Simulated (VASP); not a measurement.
Set up this calculation in VASP 6.6.1, as the native input.

```
Task                   : relaxation of the atoms
Functional             : PBE
Potentials or basis    : VASP PAW PBE potentials, release 64 (Zn, Se, S)
Cutoff                 : 520 eV
k mesh                 : 6 × 6 × 6
Occupations            : gaussian, width 0.02 eV
Spin                   : no spin polarisation
Dipole correction      : no
Further INCAR settings : ALGO = Normal; EDIFF = 1e-07; IBRION = 2; EDIFFG = -0.01; NSW = 50
```

The structure of Zn4SeS3 lies in POSCAR:

```
Zn4SeS3
1.0
    5.3448796794      0.0000000000      0.0000000000
    0.0000000000      5.3448796794      0.0000000000
    0.0000000000      0.0000000000      5.3448796794
Zn Se S
4 1 3
Direct
    0.7433896637      0.7433896637      0.7433896637
    0.7433896637      0.2566103363      0.2566103363
    0.2566103363      0.7433896637      0.2566103363
    0.2566103363      0.2566103363      0.7433896637
    0.0000000000      0.0000000000      0.0000000000
    0.5000000000      0.5000000000      0.0000000000
    0.5000000000      0.0000000000      0.5000000000
    0.0000000000      0.5000000000      0.5000000000
```

One way to write it, as run:

INCAR

```
PREC = Accurate
ENCUT = 520
EDIFF = 1E-7
ISMEAR = 0
SIGMA = 0.02
LREAL = F
LASPH = T
NELM = 80
ALGO = Normal
ISIF = 2
LWAVE = F
LCHARG = F
GGA = PE
IBRION = 2
NSW = 50
EDIFFG = -0.01
KPAR = 4
```

KPOINTS

```
Automatic mesh
0
Gamma
  6 6 6
```

Potentials or basis: VASP PAW PBE potentials, release 64 (Zn, Se, S).

Run with:

```sh
$ cat potpaw_PBE.64/Zn/POTCAR potpaw_PBE.64/Se/POTCAR potpaw_PBE.64/S/POTCAR > POTCAR
$ mpirun -np 4 vasp_std > vasp.out
```

Results of the run:

```json
{
 "Energy gained by relaxing": "0.0 meV/atom",
 "Ionic steps": "3",
 "Pressure after relaxing": "7.9 GPa",
 "Band gap on the k mesh": "2.10 eV"
}
```

Run time: 2.3 min on 4 MPI ranks on AMD EPYC 7R43 64-Core Processor (Zen 3) (shared host), peak memory 0.29 GiB a rank.
